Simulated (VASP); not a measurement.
MnAs: single point with PBE

The system is MnAs.

```
Mn As
1.0
     3.67118    0.00000    0.00000
    -1.83559    3.17934    0.00000
     0.00000    0.00000    5.50954
Mn As
2 2
Direct
  0.00000 0.00000 0.00000
  0.00000 0.00000 0.50000
  0.33333 0.66667 0.25000
  0.66667 0.33333 0.75000
```

* Program: VASP 6.6.1
* Task: single point
* Functional: PBE
* Potentials or basis: VASP PAW PBE potentials, release 64 (Mn_pv, As)
* Cutoff: 520 eV
* k mesh: 6 × 6 × 4
* Occupations: gaussian, width 0.05 eV
* Spin: collinear spin, ferromagnetic start
* Starting moments: [3.5, 3.5, 0.0, 0.0] μB

```json
{"Pressure": "-0.1 GPa", "Net moment": "5.88 μB per cell", "Site moments": "Mn +2.99; As -0.11 μB", "Valence electrons inside the program's atomic spheres": "Mn 11.66; As 2.81"}
```

Stress tensor (GPa, compression positive):
```
-0.11  0.00  0.00
 0.00 -0.11  0.00
 0.00  0.00  0.07
```

Levels at points of the mesh, in eV from the Fermi level:
Spin up:
| k point | band 19 | band 20 | band 21 | band 22 | band 23 | band 24 |
| --- | --- | --- | --- | --- | --- | --- |
| (0.00, 0.00, 0.00) | -0.11 | 0.57 | 0.57 | 1.80 | 3.11 | 3.11 |
| (0.50, 0.00, 0.00) | -1.95 | -1.68 | -1.47 | -0.27 | 1.39 | 3.51 |
| (0.00, 0.00, 0.50) | -0.81 | -0.81 | 2.24 | 2.24 | 2.24 | 2.24 |
| (0.50, 0.00, 0.50) | -1.83 | -1.83 | 0.60 | 0.60 | 1.62 | 1.62 |
Spin down:
| k point | band 12 | band 13 | band 14 | band 15 | band 16 | band 17 | band 18 | band 19 |
| --- | --- | --- | --- | --- | --- | --- | --- | --- |
| (0.00, 0.00, 0.00) | -1.36 | -0.34 | -0.34 | -0.11 | -0.11 | 0.55 | 0.55 | 1.27 |
| (0.50, 0.00, 0.00) | -3.28 | -2.92 | -2.20 | -1.56 | 0.59 | 0.64 | 0.71 | 0.75 |
| (0.00, 0.00, 0.50) | -2.20 | -2.20 | -2.20 | 0.28 | 0.28 | 0.28 | 0.28 | 0.76 |
| (0.50, 0.00, 0.50) | -2.59 | -2.39 | -2.39 | -0.16 | -0.16 | 0.85 | 0.85 | 0.98 |

Wall time 35 s on 1 thread of AMD EPYC 9R45 (Zen 5), on a shared host, peak memory 0.2 GiB.

Caveat: only a ferromagnetic start was run, and an antiferromagnetic order may lie lower in energy.
